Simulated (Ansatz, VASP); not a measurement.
# Two plane-wave programs on MoS2

INCAR

```
SYSTEM = MoS2
PREC = Accurate ; ENCUT = 500
EDIFF = 1E-6 ; ISMEAR = 0
SIGMA = 0.05 ; LREAL = .FALSE.
LASPH = .TRUE. ; NELM = 200
ALGO = Normal ; ISIF = 2
LWAVE = .FALSE. ; LCHARG = .FALSE.
MAGMOM = 0 0 0 0 0 0 0 0 0 ; LORBIT = 11
LSORBIT = .TRUE. ; GGA_COMPAT = .FALSE.
LORBMOM = .TRUE. ; LMAXMIX = 4
GGA = CA ; NBANDS = 39
```

File KPOINTS:

```
Automatic mesh
0
G
  7 7 3
  0 0 0
```

POSCAR

```
MoS2
1.0
    3.2274645616      0.0000000000      0.0000000000
   -1.6137322808      2.7950663001      0.0000000000
    0.0000000000      0.0000000000      6.3124734200
Mo S
1 2
Direct
    0.0000000000      0.0000000000      0.5000000000
    0.6666666667      0.3333333333      0.7446806800
    0.3333333333      0.6666666667      0.2553193200
```

File input.yaml:

```yaml
crystal:
  lattice:
    - [3.2274645616, 0.0, 0.0]
    - [-1.6137322808, 2.7950663001, 0.0]
    - [0.0, 0.0, 6.31247342]
  atoms:
    - { symbol: Mo, position: [0.0, 0.0, 0.5] }
    - { symbol: S, position: [0.6666666667, 0.3333333333, 0.74468068] }
    - { symbol: S, position: [0.3333333333, 0.6666666667, 0.25531932] }
hamiltonian:
  xc: lda
  pseudopotentials: { kind: paw_fr }
magnetization:
  noncollinear: true
  spin_orbit: true
kpoints:
  mp_grid: { grid: [7, 7, 3] }
  band_path:
    path:
      - [[0.0, 0.0, 0.0], [0.5, 0.0, 0.0], [0.3333333333, 0.3333333333, 0.0], [0.0, 0.0, 0.0], [0.0, 0.0, 0.5], [0.5, 0.0, 0.5], [0.3333333333, 0.3333333333, 0.5], [0.0, 0.0, 0.5]]
      - [[0.5, 0.0, 0.5], [0.5, 0.0, 0.0]]
      - [[0.3333333333, 0.3333333333, 0.0], [0.3333333333, 0.3333333333, 0.5]]
    npoints: 14
scf:
  occupations: { method: gaussian, width: 0.05 }
  n_extra_bands: 7
output:
  forces: true
  stress: true
  eigenvalues: true
  fatbands: false
```

Alike in both runs: functional LDA; k mesh 7 × 7 × 3; occupations gaussian, width 0.05 eV; non-collinear spin, spin-orbit coupling.

|  | VASP | Ansatz |
| --- | --- | --- |
| version | VASP 6.6.1 | Ansatz 0.2.0 |
| potentials or method | VASP PAW LDA potentials, release 64 (Mo_sv, S) | Ansatz PAW |
| plane-wave cutoff (eV) | 500 | 420 |
| valence electrons in the cell | 26 | 26 |
| task | single point | band structure |

Ansatz gave:

- pressure (GPa): -5.8
- traceless stress, the component that is largest in VASP (GPa): 1.91
- rms of the force components (eV/Å): 0.084
- net moment per atom (μB): 0.00

Task: What did VASP give for the same quantities?

Result: Pressure (GPa): -5.6; traceless stress, the component that is largest in VASP (GPa): 1.93; rms of the force components (eV/Å): 0.072; net moment per atom (μB): 0.00.

LDA's correlation is that of Perdew and Zunger in VASP and of Perdew and Wang (1992) in Ansatz. Atom by atom the forces differ by 0.011 eV/Å (rms over components).
